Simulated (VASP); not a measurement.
# HRh8 in VASP: further runs

HRh8 is run at these levels: PBE+D3(BJ); tasks: single point.

All numbers are computed with VASP 6.6.1; they aren't measurements. Logs are shortened: lines on timing, memory, paths and dates and some standing lists are left out, and cuts for length are marked.

## 1. The cell of the first run

The cell holds a slab with vacuum, 9 atoms: a = 5.365 Å, b = 3.794 Å, c = 21.240 Å, α = 90.00°, β = 90.00°, γ = 90.00°.

## 2. Single point, PBE+D3(BJ)

Input file INCAR:

```
PREC = Accurate ; ENCUT = 520
EDIFF = 1E-6 ; ISMEAR = 0
SIGMA = 0.1 ; LREAL = False
LASPH = True ; NELM = 60
ALGO = Normal ; ISIF = 2
LWAVE = False ; LCHARG = False
LDIPOL = True ; IDIPOL = 3
DIPOL = 0.5 0.5 0.305 ; GGA = PE
IVDW = 12 ; NBANDS = 70
```

Input file KPOINTS:

```
regular mesh
0
Gamma
  5 7 1
```

Input file POSCAR:

```
HRh8
1.0
    5.3650160441      0.0000000000      0.0000000000
    0.0000000000      3.7936392259      0.0000000000
    0.0000000000      0.0000000000     21.2400770646
Rh H
8 1
Direct
    0.2500000000      0.5000000000      0.1883232338
    0.7500000000      0.5000000000      0.1883232338
    0.0000000000      0.0000000000      0.2514705570
    0.5000000000      0.0000000000      0.2514705570
    0.2500000000      0.5000000000      0.3153506346
    0.7500000000      0.5000000000      0.3153506346
    0.0000000000      0.0000000000      0.3738252475
    0.5000000000      0.0000000000      0.3738252475
    0.2500000000      0.1250000000      0.4915272686
```

Potentials or basis: VASP PAW PBE potentials, release 64 (Rh_pv, H).

Command:

```bash
$ cat potpaw_PBE.64/Rh_pv/POTCAR potpaw_PBE.64/H/POTCAR > POTCAR
$ mpirun -np 1 vasp_std > vasp.out
```

OUTCAR:

```text
PREC = Accurate
   ENCUT = 520
   EDIFF = 1E-6
   ISMEAR = 0
   LREAL = False
   LASPH = True
   NELM = 60
   ISIF = 2
   GGA = PE
   IVDW = 12
 IVDW          = 12

 ion  position               nearest neighbor table
   1  0.250  0.500  0.188-   2 2.68   2 2.68   4 2.68   3 2.68   4 2.68   3 2.68   5 2.70
   2  0.750  0.500  0.188-   1 2.68   1 2.68   4 2.68   3 2.68   4 2.68   3 2.68   6 2.70
   3  0.000  0.000  0.251-   7 2.60   4 2.68   4 2.68   2 2.68   1 2.68   2 2.68   1 2.68   5 2.69
                             5 2.69   6 2.69   6 2.69
   4  0.500  0.000  0.251-   8 2.60   3 2.68   3 2.68   2 2.68   1 2.68   2 2.68   1 2.68   5 2.69
                             5 2.69   6 2.69   6 2.69
   5  0.250  0.500  0.315-   7 2.63   8 2.63   7 2.63   8 2.63   6 2.68   6 2.68   4 2.69   4 2.69
                             3 2.69   3 2.69   1 2.70
   6  0.750  0.500  0.315-   7 2.63   8 2.63   7 2.63   8 2.63   5 2.68   5 2.68   4 2.69   4 2.69
                             3 2.69   3 2.69   2 2.70
   7  0.000  0.000  0.374-   3 2.60   5 2.63   6 2.63   5 2.63   6 2.63   8 2.68   8 2.68
   8  0.500  0.000  0.374-   4 2.60   5 2.63   6 2.63   5 2.63   6 2.63   7 2.68   7 2.68
   9  0.250  0.125  0.492-

  LATTYP: Found a simple orthorhombic cell.
 ALAT       =     3.7936392259
 B/A-ratio  =     1.4142135624
 C/A-ratio  =     5.5988658383

  Lattice vectors:

 A1 = (   0.0000000000,  -3.7936392259,   0.0000000000)
 A2 = (   5.3650160441,   0.0000000000,   0.0000000000)
 A3 = (   0.0000000000,   0.0000000000,  21.2400770646)

Analysis of symmetry for initial positions (statically):
=====================================================================
 Subroutine PRICEL returns:
 Original cell was already a primitive cell.

 Routine SETGRP: Setting up the symmetry group for a
 simple orthorhombic supercell.

 Subroutine GETGRP returns: Found  2 space group operations
 (whereof  1 operations were pure point group operations)
 out of a pool of  8 trial point group operations.

The static configuration has the point symmetry C_1 .
 The point group associated with its full space group is C_1h.

Analysis of symmetry for dynamics (positions and initial velocities):
=====================================================================
 Subroutine PRICEL returns:
 Original cell was already a primitive cell.

 Routine SETGRP: Setting up the symmetry group for a
 simple orthorhombic supercell.

 Subroutine GETGRP returns: Found  2 space group operations
 (whereof  1 operations were pure point group operations)
 out of a pool of  8 trial point group operations.

The dynamic configuration has the point symmetry C_1 .
 The point group associated with its full space group is C_1h.

 Subroutine INISYM returns: Found  2 space group operations
 (whereof  1 operations are pure point group operations),
 and found     1 'primitive' translations

----------------------------------------------------------------------------------------

                                     Primitive cell

  volume of cell :     432.2979

  direct lattice vectors                    reciprocal lattice vectors
     5.365016044  0.000000000  0.000000000     0.186392732  0.000000000  0.000000000
     0.000000000  3.793639226  0.000000000     0.000000000  0.263599130  0.000000000
     0.000000000  0.000000000 21.240077065     0.000000000  0.000000000  0.047080808

  length of vectors
     5.365016044  3.793639226 21.240077065     0.186392732  0.263599130  0.047080808

  position of ions in fractional coordinates (direct lattice)
     0.250000000  0.500000000  0.188323234
     0.750000000  0.500000000  0.188323234
     0.000000000  0.000000000  0.251470557
     0.500000000  0.000000000  0.251470557
     0.250000000  0.500000000  0.315350635
     0.750000000  0.500000000  0.315350635
     0.000000000  0.000000000  0.373825248
     0.500000000  0.000000000  0.373825248
     0.250000000  0.125000000  0.491527269

  ion indices of the primitive-cell ions
   primitive index   ion index
                 1           1
                 2           2
                 3           3
                 4           4
                 5           5
                 6           6
                 7           7
                 8           8
                 9           9

----------------------------------------------------------------------------------------

 KPOINTS: regular mesh

Automatic generation of k-mesh.
 Grid dimensions read from file:
 generate k-points for:    5    7    1

 Generating k-lattice:

  Cartesian coordinates                     Fractional coordinates (reciprocal lattice)
     0.037278546  0.000000000  0.000000000     0.200000000  0.000000000  0.000000000
     0.000000000  0.037657019  0.000000000     0.000000000  0.142857143  0.000000000
     0.000000000  0.000000000  0.047080808     0.000000000  0.000000000  1.000000000

  Length of vectors
     0.037278546  0.037657019  0.047080808

  Shift w.r.t. Gamma in fractional coordinates (k-lattice)
     0.000000000  0.000000000  0.000000000

 Subroutine IBZKPT returns following result:
 ===========================================

 Found     12 irreducible k-points:

 Following reciprocal coordinates:
            Coordinates               Weight
  0.000000  0.000000  0.000000      1.000000
  0.200000  0.000000  0.000000      2.000000
  0.400000  0.000000  0.000000      2.000000
  0.000000  0.142857  0.000000      2.000000
  0.200000  0.142857  0.000000      4.000000
  0.400000  0.142857  0.000000      4.000000
  0.000000  0.285714  0.000000      2.000000
  0.200000  0.285714  0.000000      4.000000
  0.400000  0.285714  0.000000      4.000000
  0.000000  0.428571  0.000000      2.000000
  0.200000  0.428571  0.000000      4.000000
  0.400000  0.428571  0.000000      4.000000
   k-points           NKPTS =     12   k-points in BZ     NKDIM =     12   number of bands    NBANDS=     70
   number of dos      NEDOS =    301   number of ions     NIONS =      9
   total plane-waves  NPLWV = 179200
   dimension x,y,z NGX =    40 NGY =   28 NGZ =  160
   dimension x,y,z NGXF=    80 NGYF=   56 NGZF=  320
   ions per type =               8   1
   NGX,Y,Z   is equivalent  to a cutoff of  12.39, 12.27, 12.52 a.u.
   NGXF,Y,Z  is equivalent  to a cutoff of  24.79, 24.54, 25.05 a.u.
 SYSTEM =  unknown system
   PREC   = accura    normal or accurate (medium, high low for compatibility)
   ISTART =      0    job   : 0-new  1-cont  2-samecut
   ICHARG =      2    charge: 1-file 2-atom 10-const
   ISPIN  =      1    spin polarized calculation?
   LNONCOLLINEAR =      F non collinear calculations
   LSORBIT =      F    spin-orbit coupling
   LASPH  =      T    aspherical Exc in radial PAW
   ENCUT  =  520.0 eV  38.22 Ry    6.18 a.u.   9.98  7.05 39.49*2*pi/ulx,y,z
   NELM   =     60;   NELMIN=  2; NELMDL= -5     # of ELM steps
   EDIFF  = 0.1E-05   stopping-criterion for ELM
   LREAL  =      F    real-space projection
   EDIFFG = 0.1E-04   stopping-criterion for IOM
   NSW    =      0    number of steps for IOM
   IBRION =     -1    ionic relax: 0-MD 1-quasi-New 2-CG
   NFREE  =      0    steps in history (QN), initial steepest desc. (CG)
   ISIF   =      2    stress and relaxation
   ISYM   =      2    0-nonsym 1-usesym 2-fastsym
   POTIM  = 0.5000    time-step for ionic-motion
   TEBEG  =    0.0;   TEEND  =   0.0 temperature during run
   PSTRESS=    0.0 pullay stress
   NELECT =     121.0000    total number of electrons
   NUPDOWN=      -1.0000    fix difference up-down
   EMIN   =  10.00;   EMAX   =-10.00  energy-range for DOS
   EFERMI =   0.00;   METHOD = LEGACY
   ISMEAR =     0;   SIGMA  =   0.10  broadening in eV -4-tet -1-fermi 0-gaus
   EFERMI_NEDOS =   21; number of points for ismear=-14 and -15
   IALGO  =     38    algorithm
   IMIX   =      4    mixing-type and parameters
     AMIX     =   0.40;   BMIX     =  1.00
     AMIX_MAG =   1.60;   BMIX_MAG =  1.00
  volume/ion in A,a.u.               =      48.03       324.14
  Fermi-wavevector in a.u.,A,eV,Ry     =   1.070884  2.023676 15.603046  1.146792
  Thomas-Fermi vector in A             =   2.206607
   LORBIT       =      0    0 simple, 1 ext, 2 COOP (PROOUT), +10 PAW based schemes
   GGA     = PE    functional components
   LHFCALC =     F    Hartree Fock is set to
   AEXX    =    0.0000 exact exchange contribution
   IVDW    =    12    specifies the selected vdW correction
   LEPSILON=     F    determine dielectric tensor
   LRPA    =     F    only Hartree local field effects (RPA)
 non-spin polarized calculation
 Gauss-broadening in eV      SIGMA  =   0.10
  energy-cutoff  :      520.00
  volume of cell :      432.30
 maximum number of plane-waves:     11681
 NGX is ok and might be reduce to    40
   NGX = 19   NGY = 15   NGZ = 79

 dipolmoment           0.000000      0.000000     -0.170424 electrons x Angstroem

 number of electron     121.0000042 magnetization

 dipolmoment           0.000000      0.000000      0.188176 electrons x Angstroem

 Free energy of the ion-electron system (eV)
  ---------------------------------------------------
  ext. energy  EPLUGINS =         0.00000000
  ---------------------------------------------------
  free energy    TOTEN  =       -53.11167998 eV

  energy without entropy =      -53.02132586  energy(sigma->0) =      -53.06650292

 E-fermi :  -0.8737     XC(G=0):  -4.7831

 val. band max:       -0.8748169455   @ k =   0.4000   0.1429   0.0000
 cond. band min:      -0.8670909830   @ k =   0.4000   0.4286   0.0000
 fundamental gap:      0.0077259625
 Fermi energy:        -0.8737464131

 k-point     1 :       0.0000    0.0000    0.0000
  band No.  band energies     occupation
      1     -47.8557      2.00000
      2     -47.8004      2.00000
      3     -47.7759      2.00000
      4     -47.5948      2.00000
      5     -47.5317      2.00000
      6     -47.4960      2.00000
[... 62 lines left out ...]
     69       2.3915      0.00000
     70       2.5091      0.00000
[... 801 lines left out ...]
     69       1.6433      0.00000
     70       1.8144      0.00000

------------------------ aborting loop because EDIFF is reached ----------------------------------------

 vacuum level on the upper side and lower side of the slab       (xc-potential included)         0.673        -0.947

 Edisp (eV)   -3.12589

 E8    (eV) :    -1.4656

  FORCE on cell =-STRESS in cart. coord.  units (eV):
  Direction    XX          YY          ZZ          XY          YZ          ZX
  --------------------------------------------------------------------------------------
  -------------------------------------------------------------------------------------
  Total      -9.54108    -6.12794    -5.75698     0.00000    -0.78766     0.00000
  in kB     -35.36104   -22.71129   -21.33645     0.00000    -2.91920     0.00000
  external pressure =      -26.47 kB  Pullay stress =        0.00 kB

 VOLUME and BASIS-vectors are now :
 -----------------------------------------------------------------------------
  energy-cutoff  :      520.00
  volume of cell :      432.30
      direct lattice vectors                 reciprocal lattice vectors
     5.365016044  0.000000000  0.000000000     0.186392732  0.000000000  0.000000000
     0.000000000  3.793639226  0.000000000     0.000000000  0.263599130  0.000000000
     0.000000000  0.000000000 21.240077065     0.000000000  0.000000000  0.047080808

 POSITION                                       TOTAL-FORCE (eV/Angst)
 -----------------------------------------------------------------------------------
      1.34125      1.89682      4.00000         0.000000     -0.002727      0.650435
      4.02376      1.89682      4.00000         0.000000      0.024058      0.668557
      0.00000      0.00000      5.34125        -0.066248     -0.013304     -0.575432
      2.68251      0.00000      5.34125         0.066248     -0.013304     -0.575432
      1.34125      1.89682      6.69807         0.000000      0.009930     -0.198805
      4.02376      1.89682      6.69807         0.000000      0.070558     -0.141803
      0.00000      0.00000      7.94008         0.470061      0.096989      0.865355
      2.68251      0.00000      7.94008        -0.470061      0.096989      0.865355
      1.34125      0.47420     10.44008         0.000000     -0.269188     -1.558229
 -----------------------------------------------------------------------------------
    total drift:                                0.000000      0.000019      0.000486

  FREE ENERGIE OF THE ION-ELECTRON SYSTEM (eV)
  ---------------------------------------------------
  free  energy   TOTEN  =       -56.2375685500 eV

  energy  without entropy=      -56.1472144273  energy(sigma->0) =      -56.19239149

 vacuum level on the upper side and lower side of the slab         5.180         3.522
```

Run time: 8.6 min. Hardware: 1 thread of AMD EPYC 9R45 (Zen 5), shared host; peak memory 0.53 GiB.

Results:

```
Free energy                : -56.2376 eV
Largest force              : 1.581 eV/Å
Dispersion energy per atom : -0.347 eV
```

Forces in eV/Å, atoms in the order of the input:
```
Rh   0.000 -0.003  0.650
Rh   0.000  0.024  0.669
Rh  -0.066 -0.013 -0.575
Rh   0.066 -0.013 -0.575
Rh   0.000  0.010 -0.199
Rh   0.000  0.071 -0.142
Rh   0.470  0.097  0.865
Rh  -0.470  0.097  0.865
H    0.000 -0.269 -1.558
```

## 3. Single point, PBE+D3(BJ)

Input file INCAR:

```
  PREC = Accurate
  ENCUT = 520
  EDIFF = 1E-6
  ISMEAR = 0
  SIGMA = 0.1
  LREAL = F
  LASPH = T
  NELM = 80
  ALGO = Normal
  ISIF = 2
  LWAVE = F
  LCHARG = T
  LDIPOL = T
  IDIPOL = 3
  DIPOL = 0.5 0.5 0.305
  GGA = PE
  IVDW = 12
  LELF = T
  LVHAR = T
  LVACPOTAV = T
  NBANDS = 70
```

KPOINTS is that of step 2.

Changes to POSCAR since step 2:

```diff
@@ -16,2 +16,2 @@
     0.5000000000      0.0000000000      0.3738252475
-    0.2500000000      0.1250000000      0.4915272686
+    0.2500000000      0.3750000000      0.4915272686
```

Potentials or basis: VASP PAW PBE potentials, release 64 (Rh_pv, H).

Command:

```bash
$ cat potpaw_PBE.64/Rh_pv/POTCAR potpaw_PBE.64/H/POTCAR > POTCAR
$ mpirun -np 1 vasp_std > vasp.out
```

Wall time 8.9 min (1 thread of AMD EPYC 9R45 (Zen 5), shared host); peak memory 0.53 GiB.

The run converged. Its results:

```
Free energy                : -55.8768 eV
Largest force              : 1.157 eV/Å
Dispersion energy per atom : -0.348 eV
```

Forces in eV/Å, atoms in the order of the input:
```
Rh   0.000 -0.001  0.685
Rh   0.000  0.028  0.667
Rh  -0.041 -0.016 -0.603
Rh   0.041 -0.016 -0.603
Rh   0.000  0.005 -0.181
Rh   0.000  0.075 -0.058
Rh   0.250  0.132  0.599
Rh  -0.250  0.132  0.599
H    0.000 -0.341 -1.106
```

Levels at points of the mesh, in eV from the Fermi level:
```
           k point  band 57  band 58  band 59  band 60  band 61  band 62
(0.00, 0.00, 0.00)    -0.08    -0.01     0.06     0.06     0.16     0.29
```

## 4. Single point, PBE+D3(BJ)

Input file INCAR:

```
SYSTEM = HRh8
  PREC = Accurate
  ENCUT = 520
  EDIFF = 1E-6
  ISMEAR = 0
  SIGMA = 0.1
  LREAL = .False.
  LASPH = .True.
  NELM = 100
  ALGO = Normal
  ISIF = 2
  LWAVE = .False.
  LCHARG = .True.
  LDIPOL = .True.
  IDIPOL = 3
  DIPOL = 0.5 0.5 0.305
  GGA = PE
  IVDW = 12
  LELF = .True.
  LVHAR = .True.
  LVACPOTAV = .True.
  NBANDS = 70
```

Input file KPOINTS:

```
Automatic mesh
0
Gamma
  5 7 1
  0 0 0
```

Changes to POSCAR since step 3:

```diff
@@ -16,2 +16,2 @@
     0.5000000000      0.0000000000      0.3738252475
-    0.2500000000      0.3750000000      0.4915272686
+    0.0000000000      0.2500000000      0.4915272686
```

Command:

```bash
$ cat potpaw_PBE.64/Rh_pv/POTCAR potpaw_PBE.64/H/POTCAR > POTCAR
$ mpirun -np 1 vasp_std > vasp.out
```

Wall time 6.4 min (1 thread of Intel Xeon 6975P-C (Granite Rapids), shared host); peak memory 0.55 GiB.

Results (log left out):

```
Free energy                : -56.2297 eV
Largest force              : 1.696 eV/Å
Dispersion energy per atom : -0.347 eV
```

Forces on the atoms (eV/Å):
```
Rh  -0.030  0.022  0.647
Rh   0.030  0.022  0.647
Rh   0.000 -0.048 -0.719
Rh   0.000 -0.002 -0.467
Rh  -0.033  0.026 -0.114
Rh   0.033  0.026 -0.114
Rh   0.000  0.493  1.570
Rh   0.000 -0.024  0.166
H    0.000 -0.515 -1.616
```

Levels at points of the mesh, in eV from the Fermi level:
| k point | band 55 | band 56 | band 57 | band 58 | band 59 | band 60 | band 61 | band 62 | band 63 | band 64 |
| --- | --- | --- | --- | --- | --- | --- | --- | --- | --- | --- |
| (0.00, 0.00, 0.00) | -0.37 | -0.35 | -0.09 | -0.02 | 0.00 | 0.17 | 0.26 | 0.30 | 0.34 | 0.41 |

## 5. Single point, PBE+D3(BJ)

Input file INCAR:

```
SYSTEM = HRh8
ALGO = Normal
DIPOL = 0.5 0.5 0.305
EDIFF = 1E-7
ENCUT = 520
GGA = PE
IDIPOL = 3
ISIF = 2
ISMEAR = 0
IVDW = 12
LASPH = .True.
LCHARG = .False.
LDIPOL = .True.
LREAL = .False.
LWAVE = .False.
NBANDS = 70
NELM = 60
PREC = Accurate
SIGMA = 0.1
```

Input file KPOINTS:

```
k-points
0
Gamma
  5 7 1
  0 0 0
```

Changes to POSCAR since step 4:

```diff
@@ -16,2 +16,2 @@
     0.5000000000      0.0000000000      0.3738252475
-    0.0000000000      0.2500000000      0.4915272686
+    0.1666666667      0.0000000000      0.4915272686
```

Command:

```bash
$ cat potpaw_PBE.64/Rh_pv/POTCAR potpaw_PBE.64/H/POTCAR > POTCAR
$ mpirun -np 1 vasp_std > vasp.out
```

Wall time 8.9 min (1 thread of Intel Xeon 6975P-C (Granite Rapids), shared host); peak memory 0.54 GiB.

It converged, with:

```yaml
Free_energy: -56.3605 eV
Largest_force: 1.747 eV/Å
Dispersion_energy_per_atom: -0.347 eV
```

Forces on the atoms (eV/Å):
```
Rh  -0.020  0.000  0.645
Rh   0.020  0.000  0.662
Rh  -0.061  0.000 -0.676
Rh   0.057  0.000 -0.484
Rh  -0.060  0.000 -0.184
Rh   0.033  0.000 -0.161
Rh   0.571  0.000  1.416
Rh  -0.313  0.000  0.515
H   -0.227  0.000 -1.732
```

Levels at points of the mesh, in eV from the Fermi level:
```csv
k point,band 55,band 56,band 57,band 58,band 59,band 60,band 61,band 62,band 63,band 64
"(0.00, 0.00, 0.00)",-0.37,-0.34,-0.06,-0.01,0.02,0.17,0.20,0.30,0.36,0.41
```
